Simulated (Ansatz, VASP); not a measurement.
# Tl3O2 in VASP and in Ansatz

```xyz
5
Lattice="3.9508 0.0000 0.0000 -1.9754 3.4215 0.0000 0.0000 0.0000 7.6259" Properties=species:S:1:pos:R:3 pbc="T T T"
Tl    0.0000    0.0000    0.0000
Tl    0.0000    2.2810    5.2204
Tl    1.9754    1.1405    2.4055
O     0.0000    2.2810    2.9120
O     1.9754    1.1405    4.7139
```

Alike in both runs: functional r2SCAN; k mesh 6 × 6 × 4; occupations gaussian, width 0.1 eV; no spin polarisation.

Ansatz relaxed the structure, and its values are those at the end. VASP's run is a single point on that final structure, the one shown.

```csv
,VASP,Ansatz
version,VASP 6.6.1,Ansatz 0.2.0
potentials or method,"VASP PAW PBE potentials, release 64 (Tl_d, O), cutoff 520 eV","scalar-relativistic, plane waves, PAW"
valence electrons in the cell,51,51
```

|  | VASP | Ansatz | Ansatz less VASP |
| --- | --- | --- | --- |
| gap on the k mesh at the Fermi level (eV) | none | none | - |
| pressure (GPa) | 0.4 | 0.1 | -0.28 |
| rms of the force components (eV/Å) | 0.027 | 0.005 | -0.0213 |

VASP's potentials were made for PBE, not for r2SCAN. A gap of «none» marks a metal or a gap that the smearing closes.

Spin-orbit coupling is off throughout.
